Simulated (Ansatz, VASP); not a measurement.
Two plane-wave programs on TaN

Contents of INCAR:

```
SYSTEM = TaN
ALGO = Normal ; EDIFF = 1E-7
ENCUT = 520 ; GGA = PS
ISIF = 2 ; ISMEAR = 0
LASPH = .TRUE. ; LCHARG = .FALSE.
LREAL = .FALSE. ; LWAVE = .FALSE.
NBANDS = 15 ; NELM = 60
PREC = Accurate ; SIGMA = 0.15
```

KPOINTS

```
k-points
0
G
  24 24 24
  0 0 0
```

The input POSCAR:

```
TaN
1.0
    0.0000000000      2.2206623742      2.2206623742
    2.2206623742      0.0000000000      2.2206623742
    2.2206623742      2.2206623742      0.0000000000
Ta N
1 1
Direct
    0.5000000000      0.5000000000      0.5000000000
    0.0000000000      0.0000000000      0.0000000000
```

Input for Ansatz:

```yaml
crystal:
  lattice:
    - [0.0, 2.2206623742, 2.2206623742]
    - [2.2206623742, 0.0, 2.2206623742]
    - [2.2206623742, 2.2206623742, 0.0]
  atoms:
    - { symbol: Ta, position: [0.5, 0.5, 0.5] }
    - { symbol: "N", position: [0.0, 0.0, 0.0] }
basis:
  ecutwfc: 420
kpoints:
  mp_grid: { grid: [24, 24, 24] }
hamiltonian:
  xc: pbesol
scf:
  occupations: { method: gaussian, width: 0.15 }
output:
  forces: true
  stress: true
  eigenvalues: true
```

Change from the starting cell: strain +0.015 along x and y, +0.015 along z, atoms carried along.

Alike in both runs: task single point; functional PBEsol; k mesh 24 × 24 × 24; occupations gaussian, width 0.15 eV; no spin polarisation.

```csv
,VASP,Ansatz
version,VASP 6.6.1,Ansatz 0.2.0
potentials or method,"VASP PAW PBE potentials, release 64 (Ta_pv, N), cutoff 520 eV","scalar-relativistic, plane waves, PAW"
valence electrons in the cell,16,18
```

VASP gave:

- gap on the k mesh at the Fermi level (eV): none
- pressure (GPa): -13.6

**Question.** What did Ansatz give for the same quantities?

**Answer.** gap on the k mesh at the Fermi level (eV): none; pressure (GPa): -14.4.

VASP's potentials were made for PBE, not for PBEsol. A gap of «none» marks a metal or a gap that the smearing closes. VASP's potentials hold 16 valence electrons a cell and Ansatz's 18, so a difference there can come from the potentials and not from the codes.

Neither program's run includes spin-orbit coupling.
